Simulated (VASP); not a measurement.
## Zr2TiN3: single point with PBE

Crystal: Zr2TiN3.

```
Zr Ti N
1.0
    -1.59369    1.59369    6.74377
     1.59369   -1.59369    6.74377
     1.59369    1.59369   -6.74377
Zr Ti N
2 1 3
Direct
  0.83906 0.83906 0.00000
  0.16094 0.16094 0.00000
  0.50000 0.50000 0.00000
  0.66408 0.66408 0.00000
  0.33592 0.33592 0.00000
  0.00000 0.00000 0.00000
```

| Quantity | Value |
| --- | --- |
| Program | VASP 6.6.1 |
| Task | single point |
| Functional | PBE |
| Potentials or basis | VASP PAW PBE potentials, release 64 (Zr_sv, Ti_sv, N) |
| Cutoff | 520 eV |
| k mesh | 8 × 8 × 8 |
| Occupations | gaussian, width 0.1 eV |
| Spin | collinear spin, ferromagnetic start |
| Starting moments | [0.0, 0.0, 1.0, 0.0, 0.0, 0.0] μB |
| Dipole correction | no |
| Further INCAR settings | ALGO = Normal; EDIFF = 1e-07; NBANDS = 38 |

```yaml
Pressure: 0.3 GPa
Largest_force: 0.041 eV/Å
Net_moment: 0.00 μB per cell
Valence_electrons_inside_the_program's_atomic_spheres: Zr 9.90; Ti 10.23; N 3.73, 3.71
```

Forces in eV/Å, atoms in the order of the input:
```
Zr   0.000  0.000  0.041
Zr   0.000  0.000 -0.041
Ti   0.000  0.000  0.000
N    0.000  0.000 -0.010
N    0.000  0.000  0.010
N    0.000  0.000  0.000
```

Stress tensor (GPa, compression positive):
```
 0.63  0.00  0.00
 0.00  0.63  0.00
 0.00  0.00 -0.28
```

Levels at points of the mesh, in eV from the Fermi level:
Spin up:
```csv
k point,band 24,band 25,band 26,band 27,band 28,band 29
"(0.00, 0.00, 0.00)",-2.49,-2.46,-2.46,-0.44,-0.44,-0.40
"(0.50, 0.00, 0.00)",-4.52,0.96,0.96,1.40,2.12,2.33
"(0.50, 0.50, 0.00)",-3.13,-3.03,-0.80,-0.10,1.85,1.95
"(0.50, 0.50, 0.50)",-3.00,-3.00,-1.55,-1.09,0.64,0.64
```
Spin down:
```csv
k point,band 24,band 25,band 26,band 27,band 28,band 29
"(0.00, 0.00, 0.00)",-2.49,-2.46,-2.46,-0.44,-0.44,-0.40
"(0.50, 0.00, 0.00)",-4.52,0.96,0.96,1.40,2.12,2.33
"(0.50, 0.50, 0.00)",-3.13,-3.03,-0.80,-0.10,1.85,1.95
"(0.50, 0.50, 0.50)",-3.00,-3.00,-1.55,-1.09,0.64,0.64
```

Wall time 16 min on 1 thread of AMD EPYC 9R14 (Zen 4), on a shared host, peak memory 0.62 GiB.
